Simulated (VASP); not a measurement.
Set up this calculation in VASP 6.6.1, as the native input.

| Quantity | Value |
| --- | --- |
| Task | single point |
| Functional | LDA |
| Potentials or basis | VASP PAW LDA potentials, release 64 (Cu_sv_GW) |
| Cutoff | 700 eV |
| k mesh | 13 × 13 × 13 |
| Occupations | fermi-dirac, width 0.05 eV |
| Spin | no spin polarisation |
| Dipole correction | no |
| Second run | valence_matched |
| Further INCAR settings | ALGO = Normal; EDIFF = 1e-06; NBANDS = 16 |

The structure of Cu lies in POSCAR:

```
Cu
1.0
   -1.4331098516      1.4331098516      1.3668457257
    1.4331098516     -1.4331098516      1.3668457257
    1.4331098516      1.4331098516     -1.3668457257
Cu
1
Direct
    0.0000000000      0.0000000000      0.0000000000
```

These files were run (other wordings do the same):

INCAR

```
SYSTEM = Cu
PREC = Accurate
ENCUT = 700
EDIFF = 1E-6
ISMEAR = -1
SIGMA = 0.05
LREAL = .FALSE.
LASPH = .TRUE.
NELM = 120
ALGO = Normal
ISIF = 2
LWAVE = .FALSE.
LCHARG = .FALSE.
GGA = CA
NBANDS = 16
GGA_COMPAT = .FALSE.
```

KPOINTS

```
regular mesh
0
G
  13 13 13
  0 0 0
```

Potentials or basis: VASP PAW LDA potentials, release 64 (Cu_sv_GW).

Command:

```sh
$ cat potpaw_LDA.64/Cu_sv_GW/POTCAR > POTCAR
$ mpirun -np 1 vasp_std > vasp.out
```

It gave:

- Pressure: -8.6 GPa

Wall time 45 s on 1 thread of Intel(R) Xeon(R) Platinum 8259CL CPU @ 2.50GHz (Skylake/Cascade Lake) (shared host), peak memory 0.19 GiB.
